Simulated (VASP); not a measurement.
# MgBe2Te2O (P-3m1) in VASP: further runs

Runs on MgBe2Te2O. Level: PBE. Tasks: single point.

Program: VASP 6.6.1. These are calculated values, not measurements. Logs are shortened: lines on timing, memory, paths and dates and some standing lists are left out, and cuts for length are marked.

## 1. The cell of the first run

The structure is trigonal, space group P-3m1 (No. 164). Conventional cell: a = 4.041 Å, b = 4.041 Å, c = 6.785 Å, α = 90.00°, β = 90.00°, γ = 120.00°. Within 3.4 Å of Mg (site symmetry -3m) lie 6 Be at 2.57 Å and 6 Te at 2.81 Å and 2 O at 3.39 Å. Within 3.1 Å of Be (site symmetry 3m) lie 4 Te at 2.38 to 2.66 Å and 3 Mg at 2.57 Å. Within 3.1 Å of Te (site symmetry 3m) lie 4 Be at 2.38 to 2.66 Å and 3 Mg at 2.81 Å and 3 O at 2.96 Å. Within 3.9 Å of O (site symmetry -3m) lie 6 Te at 2.96 Å and 6 Be at 3.28 Å and 2 Mg at 3.39 Å.

## 2. Single point, PBE

Input file INCAR:

```
ALGO = Normal ; EDIFF = 1E-7
ENCUT = 520 ; GGA = PE
ISIF = 2 ; ISMEAR = 0
LASPH = True ; LCHARG = False
LREAL = False ; LWAVE = False
NBANDS = 21 ; NELM = 100
PREC = Accurate ; SIGMA = 0.1
```

Input file KPOINTS:

```
k-points
0
Gamma
  6 6 4
```

Input file POSCAR:

```
MgBe2Te2O
1.0
    4.0409037400      0.0000000000      0.0000000000
   -2.0204518700      3.4995253000      0.0000000000
    0.0000000000      0.0000000000      6.7846300900
Mg Be Te O
1 2 2 1
Direct
    0.0000000000      0.0000000000      0.5000000000
    0.3333333300      0.6666666700      0.3393990100
    0.6666666700      0.3333333300      0.6606009900
    0.3333333300      0.6666666700      0.7311559900
    0.6666666700      0.3333333300      0.2688440100
    0.0000000000      0.0000000000      0.0000000000
```

Potentials or basis: VASP PAW PBE potentials, release 64 (Mg, Be, Te, O).

Launch:

```bash
$ cat potpaw_PBE.64/Mg/POTCAR potpaw_PBE.64/Be/POTCAR potpaw_PBE.64/Te/POTCAR potpaw_PBE.64/O/POTCAR > POTCAR
$ mpirun -np 1 vasp_std > vasp.out
```

OUTCAR:

```text
EDIFF = 1E-7
   ENCUT = 520
   GGA = PE
   ISIF = 2
   ISMEAR = 0
   LASPH = True
   LREAL = False
   NELM = 100
   PREC = Accurate

 ion  position               nearest neighbor table
   1  0.000  0.000  0.500-   2 2.57   3 2.57   3 2.57   2 2.57   3 2.57   2 2.57   4 2.81   5 2.81
                             5 2.81   4 2.81   4 2.81   5 2.81
   2  0.333  0.667  0.339-   5 2.38   5 2.38   5 2.38   1 2.57   1 2.57   1 2.57   4 2.66
   3  0.667  0.333  0.661-   4 2.38   4 2.38   4 2.38   1 2.57   1 2.57   1 2.57   5 2.66
   4  0.333  0.667  0.731-   3 2.38   3 2.38   3 2.38   2 2.66   1 2.81   1 2.81   1 2.81
   5  0.667  0.333  0.269-   2 2.38   2 2.38   2 2.38   3 2.66   1 2.81   1 2.81   1 2.81
   6  0.000  0.000  0.000-

  LATTYP: Found a hexagonal cell.
 ALAT       =     4.0409037400
 C/A-ratio  =     1.6789882973

  Lattice vectors:

 A1 = (   4.0409037400,   0.0000000000,   0.0000000000)
 A2 = (  -2.0204518700,   3.4995253000,   0.0000000000)
 A3 = (   0.0000000000,   0.0000000000,   6.7846300900)

Analysis of symmetry for initial positions (statically):
=====================================================================
 Subroutine PRICEL returns:
 Original cell was already a primitive cell.

 Routine SETGRP: Setting up the symmetry group for a
 hexagonal supercell.

 Subroutine GETGRP returns: Found 12 space group operations
 (whereof 12 operations were pure point group operations)
 out of a pool of 24 trial point group operations.

The static configuration has the point symmetry D_3d.

Analysis of symmetry for dynamics (positions and initial velocities):
=====================================================================
 Subroutine PRICEL returns:
 Original cell was already a primitive cell.

 Routine SETGRP: Setting up the symmetry group for a
 hexagonal supercell.

 Subroutine GETGRP returns: Found 12 space group operations
 (whereof 12 operations were pure point group operations)
 out of a pool of 24 trial point group operations.

The dynamic configuration has the point symmetry D_3d.

 Subroutine INISYM returns: Found 12 space group operations
 (whereof 12 operations are pure point group operations),
 and found     1 'primitive' translations

----------------------------------------------------------------------------------------

                                     Primitive cell

  volume of cell :      95.9431

  direct lattice vectors                    reciprocal lattice vectors
     4.040903740  0.000000000  0.000000000     0.247469394  0.142876521  0.000000000
    -2.020451870  3.499525300  0.000000000     0.000000000  0.285753042  0.000000000
     0.000000000  0.000000000  6.784630090     0.000000000  0.000000000  0.147391971

  length of vectors
     4.040903740  4.040903746  6.784630090     0.285753042  0.285753042  0.147391971

  position of ions in fractional coordinates (direct lattice)
     0.000000000  0.000000000  0.500000000
     0.333333330  0.666666670  0.339399010
     0.666666670  0.333333330  0.660600990
     0.333333330  0.666666670  0.731155990
     0.666666670  0.333333330  0.268844010
     0.000000000  0.000000000  0.000000000

  ion indices of the primitive-cell ions
   primitive index   ion index
                 1           1
                 2           2
                 3           3
                 4           4
                 5           5
                 6           6

----------------------------------------------------------------------------------------

 KPOINTS: k-points

Automatic generation of k-mesh.
 Grid dimensions read from file:
 generate k-points for:    6    6    4

 Generating k-lattice:

  Cartesian coordinates                     Fractional coordinates (reciprocal lattice)
     0.041244899  0.023812753  0.000000000     0.166666667  0.000000000  0.000000000
     0.000000000  0.047625507  0.000000000     0.000000000  0.166666667  0.000000000
     0.000000000  0.000000000  0.036847993     0.000000000  0.000000000  0.250000000

  Length of vectors
     0.047625507  0.047625507  0.036847993

  Shift w.r.t. Gamma in fractional coordinates (k-lattice)
     0.000000000  0.000000000  0.000000000

 Subroutine IBZKPT returns following result:
 ===========================================

 Found     24 irreducible k-points:

 Following reciprocal coordinates:
            Coordinates               Weight
  0.000000  0.000000  0.000000      1.000000
  0.166667 -0.000000  0.000000      6.000000
  0.333333  0.000000  0.000000      6.000000
  0.500000  0.000000  0.000000      3.000000
  0.166667  0.166667  0.000000      6.000000
  0.333333  0.166667  0.000000     12.000000
[... 16 lines left out ...]
  0.333333  0.166667  0.500000     12.000000
  0.333333  0.333333  0.500000      2.000000
   k-points           NKPTS =     24   k-points in BZ     NKDIM =     24   number of bands    NBANDS=     21
   number of dos      NEDOS =    301   number of ions     NIONS =      6
   total plane-waves  NPLWV =  45000
   dimension x,y,z NGX =    30 NGY =   30 NGZ =   50
   dimension x,y,z NGXF=    60 NGYF=   60 NGZF=  100
   ions per type =               1   2   2   1
   NGX,Y,Z   is equivalent  to a cutoff of  12.34, 12.34, 12.25 a.u.
   NGXF,Y,Z  is equivalent  to a cutoff of  24.68, 24.68, 24.50 a.u.
 SYSTEM =  unknown system
   PREC   = accura    normal or accurate (medium, high low for compatibility)
   ISTART =      0    job   : 0-new  1-cont  2-samecut
   ICHARG =      2    charge: 1-file 2-atom 10-const
   ISPIN  =      1    spin polarized calculation?
   LNONCOLLINEAR =      F non collinear calculations
   LSORBIT =      F    spin-orbit coupling
   LASPH  =      T    aspherical Exc in radial PAW
   ENCUT  =  520.0 eV  38.22 Ry    6.18 a.u.   7.51  7.51 12.61*2*pi/ulx,y,z
   NELM   =    100;   NELMIN=  2; NELMDL= -5     # of ELM steps
   EDIFF  = 0.1E-06   stopping-criterion for ELM
   LREAL  =      F    real-space projection
   EDIFFG = 0.1E-05   stopping-criterion for IOM
   NSW    =      0    number of steps for IOM
   IBRION =     -1    ionic relax: 0-MD 1-quasi-New 2-CG
   NFREE  =      0    steps in history (QN), initial steepest desc. (CG)
   ISIF   =      2    stress and relaxation
   ISYM   =      2    0-nonsym 1-usesym 2-fastsym
   POTIM  = 0.5000    time-step for ionic-motion
   TEBEG  =    0.0;   TEEND  =   0.0 temperature during run
   PSTRESS=    0.0 pullay stress
   NELECT =      24.0000    total number of electrons
   NUPDOWN=      -1.0000    fix difference up-down
   EMIN   =  10.00;   EMAX   =-10.00  energy-range for DOS
   EFERMI =   0.00;   METHOD = LEGACY
   ISMEAR =     0;   SIGMA  =   0.10  broadening in eV -4-tet -1-fermi 0-gaus
   EFERMI_NEDOS =   21; number of points for ismear=-14 and -15
   IALGO  =     38    algorithm
   IMIX   =      4    mixing-type and parameters
     AMIX     =   0.40;   BMIX     =  1.00
     AMIX_MAG =   1.60;   BMIX_MAG =  1.00
  volume/ion in A,a.u.               =      15.99       107.91
  Fermi-wavevector in a.u.,A,eV,Ry     =   1.031511  1.949274 14.476809  1.064015
  Thomas-Fermi vector in A             =   2.165663
   LORBIT       =      0    0 simple, 1 ext, 2 COOP (PROOUT), +10 PAW based schemes
   GGA     = PE    functional components
   LHFCALC =     F    Hartree Fock is set to
   AEXX    =    0.0000 exact exchange contribution
   IVDW    =     0    specifies the selected vdW correction
   LEPSILON=     F    determine dielectric tensor
   LRPA    =     F    only Hartree local field effects (RPA)
 non-spin polarized calculation
 Gauss-broadening in eV      SIGMA  =   0.10
  energy-cutoff  :      520.00
  volume of cell :       95.94
 maximum number of plane-waves:      2609
   NGX = 15   NGY = 15   NGZ = 25

 number of electron      24.0000002 magnetization

 Free energy of the ion-electron system (eV)
  ---------------------------------------------------
  ext. energy  EPLUGINS =         0.00000000
  ---------------------------------------------------
  free energy    TOTEN  =       -17.55849207 eV

  energy without entropy =      -17.53681525  energy(sigma->0) =      -17.54765366

 E-fermi :   6.9962     XC(G=0): -10.0801

 val. band max:        6.9841322013   @ k =   0.1667   0.1667   0.5000
 cond. band min:       7.0035102665   @ k =   0.1667  -0.0000   0.0000
 fundamental gap:      0.0193780652
 Fermi energy:         6.9961956604

 k-point     1 :       0.0000    0.0000    0.0000
  band No.  band energies     occupation
      1      -8.8106      2.00000
      2      -6.9364      2.00000
      3      -5.6648      2.00000
      4       0.9974      2.00000
      5       3.3377      2.00000
      6       3.3377      2.00000
[... 13 lines left out ...]
     20      11.4149      0.00000
     21      12.3875      0.00000

 k-point     2 :       0.1667   -0.0000    0.0000
  band No.  band energies     occupation
      1      -8.7195      2.00000
      2      -6.7767      2.00000
      3      -5.5238      2.00000
      4       1.0096      2.00000
      5       1.7906      2.00000
      6       2.6899      2.00000
[... 13 lines left out ...]
     20      11.5881      0.00000
     21      13.1191      0.00000

 k-point     3 :       0.3333    0.0000    0.0000
  band No.  band energies     occupation
      1      -8.5408      2.00000
      2      -6.3162      2.00000
      3      -5.2727      2.00000
      4      -0.0335      2.00000
      5       0.8436      2.00000
      6       1.9140      2.00000
[... 13 lines left out ...]
     20      13.3877      0.00000
     21      14.2478      0.00000
[... 457 lines left out ...]
 k-point    23 :       0.3333    0.1667    0.5000
  band No.  band energies     occupation
      1      -8.4508      2.00000
      2      -5.9047      2.00000
      3      -5.2836      2.00000
      4      -0.5012      2.00000
      5       0.3505      2.00000
      6       0.9468      2.00000
[... 13 lines left out ...]
     20      14.2931      0.00000
     21      14.6658      0.00000

 k-point    24 :       0.3333    0.3333    0.5000
  band No.  band energies     occupation
      1      -8.4179      2.00000
      2      -5.4588      2.00000
      3      -5.4588      2.00000
      4      -0.4409      2.00000
      5       0.1175      2.00000
      6       0.1175      2.00000
[... 13 lines left out ...]
     20      13.1704      0.00000
     21      13.1704      0.00000

------------------------ aborting loop because EDIFF is reached ----------------------------------------

  FORCE on cell =-STRESS in cart. coord.  units (eV):
  Direction    XX          YY          ZZ          XY          YZ          ZX
  --------------------------------------------------------------------------------------
  -------------------------------------------------------------------------------------
  Total        7.9884283      7.9884284      6.3985428      0.0000000      0.0000000      0.0000000
  in kB      133.4007004    133.4007009    106.8508170      0.0000000      0.0000000      0.0000000
  external PRESSURE =     124.5507394 kB  Pullay stress =       0.0000000 kB

 VOLUME and BASIS-vectors are now :
 -----------------------------------------------------------------------------
  energy-cutoff  :      520.00
  volume of cell :       95.94
      direct lattice vectors                 reciprocal lattice vectors
     4.040903740  0.000000000  0.000000000     0.247469394  0.142876521  0.000000000
    -2.020451870  3.499525300  0.000000000     0.000000000  0.285753042  0.000000000
     0.000000000  0.000000000  6.784630090     0.000000000  0.000000000  0.147391971

 POSITION                                       TOTAL-FORCE (eV/Angst)
 -----------------------------------------------------------------------------------
      0.00000      0.00000      3.39232        -0.000000      0.000000      0.000000
     -0.00000      2.33302      2.30270         0.000000     -0.000000     -0.264142
      2.02045      1.16651      4.48193        -0.000000      0.000000      0.264142
     -0.00000      2.33302      4.96062         0.000000      0.000000      3.464840
      2.02045      1.16651      1.82401        -0.000000     -0.000000     -3.464840
      0.00000      0.00000      0.00000        -0.000000      0.000000      0.000000
 -----------------------------------------------------------------------------------
    total drift:                                0.000000      0.000000     -0.000000

  FREE ENERGIE OF THE ION-ELECTRON SYSTEM (eV)
  ---------------------------------------------------
  free  energy   TOTEN  =       -17.5584920742 eV

  energy  without entropy=      -17.5368152516  energy(sigma->0) =      -17.54765366
```

It took 31 s on 1 thread of Intel Xeon 6975P-C (Granite Rapids), shared host; peak memory 0.23 GiB.

What came out:

- Free energy: -17.5585 eV
- Pressure: 12.5 GPa
- Largest force: 3.465 eV/Å
- Band gap on the k mesh: zero (band 12 reaches 7.20 eV, above the bottom of band 13 at 6.43 eV)

Forces on the atoms (eV/Å):
```
Mg   0.000  0.000  0.000
Be   0.000  0.000 -0.264
Be   0.000  0.000  0.264
Te   0.000  0.000  3.465
Te   0.000  0.000 -3.465
O    0.000  0.000  0.000
```

Caveat: spin-orbit coupling is left out, which moves the levels of the heavy elements; forces of over 1 eV/Å act on the atoms, so gaps and moduli don't describe the material at rest.

## 3. Single point, PBE

This run uses another cell than the first one, of 17.54 Å³/atom, 1.097 times its volume.

Input file INCAR:

```
PREC = Accurate
ENCUT = 520
EDIFF = 1E-6
ISMEAR = 0
SIGMA = 0.1
LREAL = False
LASPH = True
NELM = 100
ALGO = Normal
ISIF = 2
LWAVE = False
LCHARG = False
GGA = PE
NBANDS = 21
```

Input file KPOINTS:

```
regular mesh
0
Gamma
  6 6 4
```

Input file POSCAR:

```
MgBe2Te2O
1.0
    3.9507099966      0.0000000000      0.0000000000
   -1.9753549983      3.4214152200      0.0000000000
    0.0000000000      0.0000000000      7.7848514413
Mg Be Te O
1 2 2 1
Direct
    0.0000000000      0.0000000000      0.5000000000
    0.3333333333      0.6666666667      0.2999205891
    0.6666666667      0.3333333333      0.7000794109
    0.3333333333      0.6666666667      0.7969544455
    0.6666666667      0.3333333333      0.2030455545
    0.0000000000      0.0000000000      0.0000000000
```

Potentials or basis: VASP PAW PBE potentials, release 64 (Mg, Be, Te, O).

Launch:

```bash
$ cat potpaw_PBE.64/Mg/POTCAR potpaw_PBE.64/Be/POTCAR potpaw_PBE.64/Te/POTCAR potpaw_PBE.64/O/POTCAR > POTCAR
$ mpirun -np 1 vasp_std > vasp.out
```

Wall time 32 s (1 thread of Intel Xeon 6975P-C (Granite Rapids), shared host); peak memory 0.25 GiB.

Results (log left out):

| Quantity | Value |
| --- | --- |
| Free energy | -19.4804 eV |
| Pressure | 0.2 GPa |
| Largest force | 0.038 eV/Å |
| Band gap on the k mesh | zero (band 12 reaches 6.03 eV, above the bottom of band 13 at 5.99 eV) |

Forces on the atoms (eV/Å):
```
Mg   0.000  0.000  0.000
Be   0.000  0.000  0.038
Be   0.000  0.000 -0.038
Te   0.000  0.000  0.037
Te   0.000  0.000 -0.037
O    0.000  0.000  0.000
```

Levels at points of the mesh, in eV from the Fermi level:
| k point | band 10 | band 11 | band 12 | band 13 | band 14 | band 15 |
| --- | --- | --- | --- | --- | --- | --- |
| (0.00, 0.00, 0.00) | -0.75 | -0.75 | -0.47 | 0.30 | 2.82 | 2.82 |
| (0.50, 0.00, 0.00) | -1.53 | -0.92 | -0.30 | 0.13 | 1.18 | 1.27 |
| (0.00, 0.00, 0.50) | -1.08 | -0.96 | -0.96 | 1.88 | 2.37 | 2.51 |
| (0.50, 0.00, 0.50) | -2.04 | -0.64 | -0.55 | -0.10 | 1.20 | 1.73 |

Caveat: spin-orbit coupling is left out, which moves the levels of the heavy elements.
